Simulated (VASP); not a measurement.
Wanted: the native input for a VASP 6.6.1 run.

```
Task                   : relaxation of cell and atoms
Functional             : PBE
Potentials or basis    : VASP PAW PBE potentials, release 64 (Zn, Cd, Te)
Cutoff                 : 600 eV
k mesh                 : 6 × 6 × 6
Occupations            : gaussian, width 0.1 eV
Spin                   : no spin polarisation
Dipole correction      : no
Further INCAR settings : ALGO = Fast; EDIFF = 1e-06; IBRION = 2; EDIFFG = -0.01; NSW = 100; ISIF = 3
```

The structure of ZnCd3Te2 lies in POSCAR:

```
ZnCd3Te2
1.0
    5.3642231608      3.0970356859      2.8987734220
   -5.3642231608      3.0970356859      2.8987734220
    0.0000000000     -6.1940713717      2.8987734220
Zn Cd Te
1 3 2
Direct
    0.5000000000      0.5000000000      0.5000000000
    0.0000000000      0.5000000000      0.0000000000
    0.0000000000      0.0000000000      0.5000000000
    0.5000000000      0.0000000000      0.0000000000
    0.7843357339      0.7843357339      0.7843357339
    0.2156642661      0.2156642661      0.2156642661
```

The cell was generated, and may not be a known phase.

One way to write it, as run:

INCAR

```
ALGO = Fast
EDIFF = 1E-6
EDIFFG = -0.01
ENCUT = 600
GGA = PE
IBRION = 2
ISIF = 3
ISMEAR = 0
LASPH = T
LCHARG = F
LREAL = F
LWAVE = F
NELM = 80
NSW = 100
PREC = Accurate
SIGMA = 0.1
```

KPOINTS

```
k-points
0
Gamma
  6 6 6
```

Potentials or basis: VASP PAW PBE potentials, release 64 (Zn, Cd, Te).

Run with:

```console
$ cat potpaw_PBE.64/Zn/POTCAR potpaw_PBE.64/Cd/POTCAR potpaw_PBE.64/Te/POTCAR > POTCAR
$ mpirun -np 1 vasp_std > vasp.out
```

Results of the run:

The relaxed volume is 47.42 Å³/atom and the relaxed cell is a = 6.804 Å, b = 6.804 Å, c = 6.804 Å, α = 103.34°, β = 103.34°, γ = 103.34°. The space group after relaxing (to 0.1 Å) is R-3m (No. 166). The energy gained by relaxing is 0.5 meV/atom. The ionic steps are 14 and the pressure after relaxing is 0.0 GPa. The largest force after relaxing is 0.007 eV/Å. The band gap on the k mesh is zero (bands 30 and 31 overlap by 0.49 eV).

Caveat: semilocal functionals underestimate gaps, and a narrow one can read as zero; spin-orbit coupling is left out, which moves the levels of the heavy elements.

Wall time 35 min on 1 thread of Intel(R) Xeon(R) Platinum 8559C (Emerald Rapids), with other jobs on the host, peak memory 0.74 GiB.
